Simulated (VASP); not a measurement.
Runs of VASP 6.6.1 on Ge. The structure is that of space group I4/mmm (No. 139), or close to it. The cells are those of the table. 

```tsv
level	potentials or basis	spin	cell	k mesh	smearing	grid for exact exchange (PRECFOCK)	share of exact exchange	screening parameter	gap on the mesh (eV)	pressure (GPa)	moment (μB)
r2SCAN0	VASP PAW PBE potentials, release 64 (Ge_d)	off	a = 2.907 Å, angles 113.8, 113.8, 101.1°, 1 atom	6 × 6 × 6	fermi-dirac 0.05 eV	Normal	0.25	-	none	(a)	-
LDA	VASP PAW LDA potentials, release 64 (Ge_d)	non-collinear, zero start, SOC	a = 2.947 Å, angles 113.8, 113.8, 101.1°, 1 atom	16 × 16 × 16	methfessel-paxton 0.1 eV	-	-	-	-	-5.2	0.00
r2SCAN0	VASP PAW PBE potentials, release 64 (Ge_d)	off	a = 2.887 Å, angles 113.8, 113.8, 101.1°, 1 atom	6 × 6 × 6	fermi-dirac 0.05 eV	Normal	0.25	-	none	2.0	-
HSE06	VASP PAW PBE potentials, release 64 (Ge_d)	non-collinear, zero start, SOC	a = 2.947 Å, angles 113.8, 113.8, 101.1°, 1 atom	5 × 5 × 5	fermi-dirac 0.05 eV	Normal	0.25	0.2079 1/Å	-	-0.8	0.00
```

Alike in all rows: task single point; cutoff (eV) 520.

Problem. Estimate the missing entries.

Solution. (a) 0.2.

Caveats: some runs use coarse meshes; the PAW data sets were made with another functional, which shifts forces and pressure a little (at least some runs); the cell stands under tension (at least some runs).

A k mesh can miss the band edges, and rows without SOC leave out spin-orbit coupling on Ge.

A gap of «none» marks levels without a gap at the run's occupations.
